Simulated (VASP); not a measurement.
# Li (Im-3m) in VASP: a series of runs

Aim: see how the results for Li move with the level of theory and the settings. Levels: BLYP+D3(BJ), r2SCAN+D3(BJ). Tasks: single point.

Program: VASP 6.6.1. These are calculated values, not measurements. Logs are shortened: lines on timing, memory, paths and dates and some standing lists are left out, and cuts for length are marked.

## 1. The cell of the first run

It takes space group Im-3m (No. 229, cubic). The conventional cell has a = 3.509 Å, b = 3.509 Å, c = 3.509 Å, α = 90.00°, β = 90.00°, γ = 90.00°. Within 4.0 Å of Li (site symmetry m-3m) lie 14 Li at 3.04 to 3.51 Å.

## 2. Single point, BLYP+D3(BJ)

File INCAR:

```
SYSTEM = Li
  PREC = Accurate
  ENCUT = 520
  EDIFF = 1E-6
  ISMEAR = -1
  SIGMA = 0.05
  LREAL = .FALSE.
  LASPH = .TRUE.
  NELM = 60
  ALGO = Fast
  ISIF = 2
  LWAVE = .FALSE.
  LCHARG = .FALSE.
  GGA = B5
  ALDAX = 1.0
  AGGAX = 1.0
  AGGAC = 1.0
  ALDAC = 0.0
  IVDW = 12
  VDW_S6 = 1.0
  VDW_S8 = 2.6996
  VDW_A1 = 0.4298
  VDW_A2 = 4.2359
  NBANDS = 8
```

File KPOINTS:

```
Automatic mesh
0
G
  11 11 11
  0 0 0
```

File POSCAR:

```
Li
1.0
   -1.7546500000      1.7546500000      1.7546500000
    1.7546500000     -1.7546500000      1.7546500000
    1.7546500000      1.7546500000     -1.7546500000
Li
1
Direct
    0.0000000000      0.0000000000      0.0000000000
```

Potentials or basis: VASP PAW PBE potentials, release 64 (Li_sv).

Run with:

```
cat potpaw_PBE.64/Li_sv/POTCAR > POTCAR
mpirun -np 1 vasp_std > vasp.out
```

OUTCAR:

```text
SYSTEM = Li
   PREC = Accurate
   ENCUT = 520
   EDIFF = 1E-6
   ISMEAR = -1
   LREAL = .FALSE.
   LASPH = .TRUE.
   NELM = 60
   ISIF = 2
   GGA = B5
   IVDW = 12
 IVDW          = 12

 ion  position               nearest neighbor table
   1  0.000  0.000  0.000-

  LATTYP: Found a body centered cubic cell.
 ALAT       =     3.5093000000

  Lattice vectors:

 A1 = (  -1.7546500000,   1.7546500000,   1.7546500000)
 A2 = (   1.7546500000,  -1.7546500000,   1.7546500000)
 A3 = (   1.7546500000,   1.7546500000,  -1.7546500000)

Analysis of symmetry for initial positions (statically):
=====================================================================
 Subroutine PRICEL returns:
 Original cell was already a primitive cell.

 Routine SETGRP: Setting up the symmetry group for a
 body centered cubic supercell.

 Subroutine GETGRP returns: Found 48 space group operations
 (whereof 48 operations were pure point group operations)
 out of a pool of 48 trial point group operations.

The static configuration has the point symmetry O_h .

Analysis of symmetry for dynamics (positions and initial velocities):
=====================================================================
 Subroutine PRICEL returns:
 Original cell was already a primitive cell.

 Routine SETGRP: Setting up the symmetry group for a
 body centered cubic supercell.

 Subroutine GETGRP returns: Found 48 space group operations
 (whereof 48 operations were pure point group operations)
 out of a pool of 48 trial point group operations.

The dynamic configuration has the point symmetry O_h .

 Subroutine INISYM returns: Found 48 space group operations
 (whereof 48 operations are pure point group operations),
 and found     1 'primitive' translations

----------------------------------------------------------------------------------------

                                     Primitive cell

  volume of cell :      21.6088

  direct lattice vectors                    reciprocal lattice vectors
    -1.754650000  1.754650000  1.754650000     0.000000000  0.284957114  0.284957114
     1.754650000 -1.754650000  1.754650000     0.284957114  0.000000000  0.284957114
     1.754650000  1.754650000 -1.754650000     0.284957114  0.284957114  0.000000000

  length of vectors
     3.039142950  3.039142950  3.039142950     0.402990215  0.402990215  0.402990215

  position of ions in fractional coordinates (direct lattice)
     0.000000000  0.000000000  0.000000000

  ion indices of the primitive-cell ions
   primitive index   ion index
                 1           1

----------------------------------------------------------------------------------------

 KPOINTS: Automatic mesh

Automatic generation of k-mesh.
 Grid dimensions read from file:
 generate k-points for:   11   11   11

 Generating k-lattice:

  Cartesian coordinates                     Fractional coordinates (reciprocal lattice)
     0.000000000  0.025905192  0.025905192     0.090909091  0.000000000  0.000000000
     0.025905192  0.000000000  0.025905192     0.000000000  0.090909091  0.000000000
     0.025905192  0.025905192  0.000000000     0.000000000  0.000000000  0.090909091

  Length of vectors
     0.036635474  0.036635474  0.036635474

  Shift w.r.t. Gamma in fractional coordinates (k-lattice)
     0.000000000  0.000000000  0.000000000

 Subroutine IBZKPT returns following result:
 ===========================================

 Found     56 irreducible k-points:

 Following reciprocal coordinates:
            Coordinates               Weight
  0.000000  0.000000  0.000000      1.000000
  0.090909  0.000000  0.000000     12.000000
  0.181818  0.000000  0.000000     12.000000
  0.272727  0.000000  0.000000     12.000000
  0.363636  0.000000  0.000000     12.000000
  0.454545  0.000000  0.000000     12.000000
[... 16 lines left out ...]
  0.272727  0.181818  0.090909     48.000000
  0.363636  0.181818  0.090909     24.000000
 [... further k-points ...]
   k-points           NKPTS =     56   k-points in BZ     NKDIM =     56   number of bands    NBANDS=      8
   number of dos      NEDOS =    301   number of ions     NIONS =      1
   total plane-waves  NPLWV =  13824
   dimension x,y,z NGX =    24 NGY =   24 NGZ =   24
   dimension x,y,z NGXF=    48 NGYF=   48 NGZF=   48
   ions per type =               1
   NGX,Y,Z   is equivalent  to a cutoff of  13.13, 13.13, 13.13 a.u.
   NGXF,Y,Z  is equivalent  to a cutoff of  26.26, 26.26, 26.26 a.u.
 SYSTEM =  Li
   PREC   = accura    normal or accurate (medium, high low for compatibility)
   ISTART =      0    job   : 0-new  1-cont  2-samecut
   ICHARG =      2    charge: 1-file 2-atom 10-const
   ISPIN  =      1    spin polarized calculation?
   LNONCOLLINEAR =      F non collinear calculations
   LSORBIT =      F    spin-orbit coupling
   LASPH  =      T    aspherical Exc in radial PAW
   ENCUT  =  520.0 eV  38.22 Ry    6.18 a.u.   5.65  5.65  5.65*2*pi/ulx,y,z
   NELM   =     60;   NELMIN=  2; NELMDL= -5     # of ELM steps
   EDIFF  = 0.1E-05   stopping-criterion for ELM
   LREAL  =      F    real-space projection
   EDIFFG = 0.1E-04   stopping-criterion for IOM
   NSW    =      0    number of steps for IOM
   IBRION =     -1    ionic relax: 0-MD 1-quasi-New 2-CG
   NFREE  =      0    steps in history (QN), initial steepest desc. (CG)
   ISIF   =      2    stress and relaxation
   ISYM   =      2    0-nonsym 1-usesym 2-fastsym
   POTIM  = 0.5000    time-step for ionic-motion
   TEBEG  =    0.0;   TEEND  =   0.0 temperature during run
   PSTRESS=    0.0 pullay stress
   NELECT =       3.0000    total number of electrons
   NUPDOWN=      -1.0000    fix difference up-down
   EMIN   =  10.00;   EMAX   =-10.00  energy-range for DOS
   EFERMI =   0.00;   METHOD = LEGACY
   ISMEAR =    -1;   SIGMA  =   0.05  broadening in eV -4-tet -1-fermi 0-gaus
   EFERMI_NEDOS =   21; number of points for ismear=-14 and -15
   IALGO  =     68    algorithm
   IMIX   =      4    mixing-type and parameters
     AMIX     =   0.40;   BMIX     =  1.00
     AMIX_MAG =   1.60;   BMIX_MAG =  1.00
  volume/ion in A,a.u.               =      21.61       145.82
  Fermi-wavevector in a.u.,A,eV,Ry     =   0.847692  1.601906  9.776898  0.718582
  Thomas-Fermi vector in A             =   1.963238
   LORBIT       =      0    0 simple, 1 ext, 2 COOP (PROOUT), +10 PAW based schemes
   GGA     = B5    functional components
   LHFCALC =     F    Hartree Fock is set to
   AEXX    =    0.0000 exact exchange contribution
   IVDW    =    12    specifies the selected vdW correction
   LEPSILON=     F    determine dielectric tensor
   LRPA    =     F    only Hartree local field effects (RPA)
 non-spin polarized calculation
 RMM-DIIS sequential band-by-band and
  energy-cutoff  :      520.00
  volume of cell :       21.61
 maximum number of plane-waves:       603
   NGX = 11   NGY = 11   NGZ = 11

 number of electron       2.9999991 magnetization

 Free energy of the ion-electron system (eV)
  ---------------------------------------------------
  ext. energy  EPLUGINS =         0.00000000
  ---------------------------------------------------
  free energy    TOTEN  =        -1.56871582 eV

  energy without entropy =       -1.56496064  energy(sigma->0) =       -1.56683823

 E-fermi :   0.8881     XC(G=0):  -6.4936

 val. band max:        0.8864680353   @ k =   0.4545   0.0000   0.0000
 cond. band min:       1.0526235523   @ k =   0.1818   0.1818   0.1818
 fundamental gap:      0.1661555170
 Fermi energy:         0.8880669503

 k-point     1 :       0.0000    0.0000    0.0000
  band No.  band energies     occupation
      1     -46.4695      2.00000
      2      -2.5816      2.00000
      3      14.5075      0.00000
      4      14.5076      0.00000
      5      14.5076      0.00000
      6      19.5221      0.00000
      7      19.5221      0.00000
      8      19.5221      0.00000

 k-point     2 :       0.0909    0.0000    0.0000
  band No.  band energies     occupation
      1     -46.4683      2.00000
      2      -2.4296      2.00000
      3      13.5850      0.00000
      4      13.8785      0.00000
      5      14.2790      0.00000
      6      17.7984      0.00000
      7      18.0474      0.00000
      8      19.5116      0.00000

 k-point     3 :       0.1818    0.0000    0.0000
  band No.  band energies     occupation
      1     -46.4653      2.00000
      2      -1.9738      2.00000
      3      11.1715      0.00000
      4      12.7434      0.00000
      5      13.6790      0.00000
      6      16.4757      0.00000
      7      16.9020      0.00000
      8      19.3277      0.00000

 k-point     4 :       0.2727    0.0000    0.0000
  band No.  band energies     occupation
      1     -46.4613      2.00000
      2      -1.2183      2.00000
      3       8.4704      0.00000
      4      11.7333      0.00000
      5      12.9729      0.00000
      6      15.2786      0.00000
      7      16.7698      0.00000
      8      19.8872      0.00000

 k-point     5 :       0.3636    0.0000    0.0000
  band No.  band energies     occupation
      1     -46.4576      2.00000
      2      -0.1933      2.00000
      3       6.0497      0.00000
      4      11.0214      0.00000
      5      12.4064      0.00000
      6      14.4773      0.00000
      7      16.9203      0.00000
      8      20.9375      0.00000

 k-point     6 :       0.4545    0.0000    0.0000
  band No.  band energies     occupation
      1     -46.4554      2.00000
      2       0.8865      1.01599
      3       4.2539      0.00000
      4      10.6578      0.00000
      5      12.1011      0.00000
      6      14.0761      0.00000
      7      17.0958      0.00000
      8      22.0903      0.00000

 k-point     7 :       0.0909    0.0909    0.0000
  band No.  band energies     occupation
      1     -46.4662      2.00000
      2      -2.1255      2.00000
      3      12.4507      0.00000
      4      12.4896      0.00000
      5      13.5655      0.00000
      6      17.0424      0.00000
      7      17.3461      0.00000
      8      19.3893      0.00000
[... 133 lines left out ...]
 k-point    20 :       0.3636    0.0909    0.0909
  band No.  band energies     occupation
      1     -46.4551      2.00000
      2       1.2570      0.00125
      3       4.3301      0.00000
      4       9.1048      0.00000
      5       9.9373      0.00000
      6      17.5628      0.00000
      7      18.6417      0.00000
      8      22.7378      0.00000

 k-point    21 :      -0.0909    0.0909    0.0909
  band No.  band energies     occupation
      1     -46.4672      2.00000
      2      -2.2772      2.00000
      3      13.1578      0.00000
      4      13.1579      0.00000
      5      13.9505      0.00000
      6      16.5885      0.00000
      7      18.6322      0.00000
      8      18.6322      0.00000

 k-point    22 :       0.1818    0.1818    0.0909
  band No.  band energies     occupation
      1     -46.4574      2.00000
      2      -0.0042      2.00000
      3       7.1591      0.00000
      4       8.3012      0.00000
      5      10.0966      0.00000
      6      18.8570      0.00000
      7      19.0494      0.00000
      8      22.1800      0.00000

 k-point    23 :       0.2727    0.1818    0.0909
  band No.  band energies     occupation
      1     -46.4552      2.00000
      2       1.1633      0.00810
      3       5.2063      0.00000
      4       7.5201      0.00000
      5       9.7225      0.00000
      6      19.3016      0.00000
      7      19.8352      0.00000
      8      22.9813      0.00000

 k-point    24 :       0.3636    0.1818    0.0909
  band No.  band energies     occupation
      1     -46.4544      2.00000
      2       2.0639      0.00000
      3       3.9896      0.00000
      4       7.3047      0.00000
      5       9.5984      0.00000
      6      19.3738      0.00000
      7      20.2302      0.00000
      8      23.5182      0.00000

 [... further k-points ...]

------------------------ aborting loop because EDIFF is reached ----------------------------------------

 Edisp (eV)   -0.35754

 E8    (eV) :    -0.2580

  FORCE on cell =-STRESS in cart. coord.  units (eV):
  Direction    XX          YY          ZZ          XY          YZ          ZX
  --------------------------------------------------------------------------------------
  -------------------------------------------------------------------------------------
  Total      -0.47575    -0.47575    -0.47575     0.00000     0.00000     0.00000
  in kB     -35.27415   -35.27415   -35.27415     0.00000     0.00000     0.00000
  external pressure =      -35.27 kB  Pullay stress =        0.00 kB

 VOLUME and BASIS-vectors are now :
 -----------------------------------------------------------------------------
  energy-cutoff  :      520.00
  volume of cell :       21.61
      direct lattice vectors                 reciprocal lattice vectors
    -1.754650000  1.754650000  1.754650000     0.000000000  0.284957114  0.284957114
     1.754650000 -1.754650000  1.754650000     0.284957114  0.000000000  0.284957114
     1.754650000  1.754650000 -1.754650000     0.284957114  0.284957114  0.000000000

 POSITION                                       TOTAL-FORCE (eV/Angst)
 -----------------------------------------------------------------------------------
      0.00000      0.00000      0.00000         0.000000      0.000000     -0.000000
 -----------------------------------------------------------------------------------
    total drift:                                0.000000      0.000000      0.000000

  FREE ENERGIE OF THE ION-ELECTRON SYSTEM (eV)
  ---------------------------------------------------
  free  energy   TOTEN  =        -1.9262577416 eV

  energy  without entropy=       -1.9225025556  energy(sigma->0) =       -1.92438015
```

It took 32 s on 1 thread of AMD EPYC 7R13, shared host; peak memory 0.11 GiB.

What came out:

| Item | Value |
| --- | --- |
| Free energy | -1.9263 eV |
| Band gap on the k mesh | zero (an odd number of electrons rules out a gap without spin polarisation) |
| Dispersion energy per atom | -0.358 eV |

Caveat: the cutoff is under 1.25 times the usual one of these potentials, so pressure, stress and relaxed cells hold a basis-set (Pulay) error; three body term missing; the PAW data sets were made with another functional, which shifts forces and pressure a little.

## 3. Single point, r2SCAN+D3(BJ)

This run uses another cell than the first one, of 20.02 Å³/atom.

File POSCAR:

```
Li
1.0
   -1.7106068878      1.7106068878      1.7106068878
    1.7106068878     -1.7106068878      1.7106068878
    1.7106068878      1.7106068878     -1.7106068878
Li
1
Direct
    0.0000000000      0.0000000000      0.0000000000
```

File INCAR.step1:

```
PREC = Accurate ; ENCUT = 520
ISMEAR = -1 ; SIGMA = 0.05
LREAL = False ; LASPH = True
NELM = 80 ; NBANDS = 8
GGA = PE ; ALGO = Normal
EDIFF = 1E-4 ; LWAVE = True
LCHARG = False
```

File INCAR.step2:

```
PREC = Accurate ; ENCUT = 520
EDIFF = 1E-7 ; ISMEAR = -1
SIGMA = 0.05 ; LREAL = False
LASPH = True ; NELM = 80
ALGO = Normal ; ISIF = 2
LWAVE = False ; LCHARG = False
METAGGA = R2SCAN ; LMIXTAU = True
IVDW = 12 ; VDW_S6 = 1.0
VDW_S8 = 0.78981345 ; VDW_A1 = 0.49484001
VDW_A2 = 5.73083694 ; NBANDS = 8
ISTART = 1
```

File KPOINTS:

```
regular mesh
0
Gamma
  11 11 11
```

Potentials or basis: VASP PAW PBE potentials, release 64 (Li_sv).

Run with:

```
cat potpaw_PBE.64/Li_sv/POTCAR > POTCAR
cp INCAR.step1 INCAR
mpirun -np 1 vasp_std > vasp.out
cp INCAR.step2 INCAR
mpirun -np 1 vasp_std > vasp.out
```

It took 23 s on 1 thread of Intel Xeon Platinum 8488C (Sapphire Rapids), shared host; peak memory 0.14 GiB.

The run converged. Its results:

```yaml
Free_energy: -2.4649 eV
Band_gap_on_the_k_mesh: zero (an odd number of electrons rules out a gap without spin polarisation)
Dispersion_energy_per_atom: -0.081 eV
```

Levels at points of the mesh, in eV from the Fermi level:
```tsv
k point	band 1	band 2	band 3	band 4	band 5
(0.00, 0.00, 0.00)	-48.05	-3.92	16.42	16.42	16.42
```

Caveat: the cutoff is under 1.25 times the usual one of these potentials, so pressure, stress and relaxed cells hold a basis-set (Pulay) error; the PAW data sets were made with another functional, which shifts forces and pressure a little.

(Continued in part 2 of 2.)
